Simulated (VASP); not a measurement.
Crystal: Mn.

```
CELL_PARAMETERS angstrom
-1.43214 1.43214 1.43214
1.43214 -1.43214 1.43214
1.43214 1.43214 -1.43214
ATOMIC_POSITIONS crystal
Mn 0.00000 0.00000 0.00000
```

This isn't the form of Mn at room conditions, which is a 58-atom cubic cell.

- Program: VASP 6.6.1
- Task: relaxation of cell and atoms
- Functional: r2SCAN
- Potentials or basis: VASP PAW PBE potentials, release 64 (Mn_pv)
- Cutoff: 600 eV
- k mesh: 15 × 15 × 15
- Occupations: fermi-dirac, width 0.1 eV
- Spin: no spin polarisation

At the start: pressure -26.1 GPa; volume 11.75 Å³/atom.

Q: Where does the relaxation end?

A: Over 7 steps the energy falls by 111.2 meV/atom and the volume is 10.52 Å³/atom (-10.5 %); space group Im-3m (No. 229, to 0.1 Å) before and after.

The path:
```csv
step,energy change (eV),largest force (eV/Å),pressure (GPa),volume (Å³)
1,0.0000,0.0000,-26.09,11.75
2,0.2637,0.0000,81.44,8.79
3,-0.1109,0.0000,-1.87,10.58
4,-0.1112,0.0000,-0.42,10.53
5,-0.1112,0.0000,0.26,10.51
6,-0.1112,0.0000,-0.42,10.53
7,-0.1112,0.0000,-0.09,10.52
```

Final structure:
```
CELL_PARAMETERS angstrom
-1.38034 1.38034 1.38034
1.38034 -1.38034 1.38034
1.38034 1.38034 -1.38034
ATOMIC_POSITIONS crystal
Mn 0.00000 0.00000 0.00000
```

Caveat: the PAW data sets were made with another functional, which shifts forces and pressure a little; the run has no spin polarisation, though such a crystal can be magnetic.
